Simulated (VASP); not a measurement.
# InSb (CsCl type): single point with PBE

InSb (CsCl type):

```
CELL_PARAMETERS angstrom
3.64749 0.00000 0.00000
0.00000 3.64749 0.00000
0.00000 0.00000 3.64749
ATOMIC_POSITIONS crystal
In 0.00000 0.00000 0.00000
Sb 0.50000 0.50000 0.50000
```

This cell differs from its parent crystal: volume scaled by 0.88.

| Property | Result |
| --- | --- |
| Program | VASP 6.6.1 |
| Task | single point |
| Functional | PBE |
| Potentials or basis | VASP PAW PBE potentials, release 64 (In_d, Sb) |
| Cutoff | 520 eV |
| k mesh | 11 × 11 × 11 |
| Occupations | fermi-dirac, width 0.08 eV |
| Spin | no spin polarisation |

* Pressure: 7.8 GPa
* Band gap on the k mesh: zero (band 9 reaches 10.48 eV, above the bottom of band 10 at 6.91 eV)

Levels at points of the mesh, in eV from the Fermi level:
```csv
k point,band 7,band 8,band 9,band 10,band 11,band 12
"(0.00, 0.00, 0.00)",-1.50,-0.79,-0.79,-0.79,4.02,4.02
```

Wall time 40 s on 1 thread of Intel(R) Xeon(R) Platinum 8259CL CPU @ 2.50GHz (Skylake/Cascade Lake), with other jobs on the host, peak memory 0.18 GiB.

Caveat: spin-orbit coupling is left out, which moves the levels of the heavy elements.
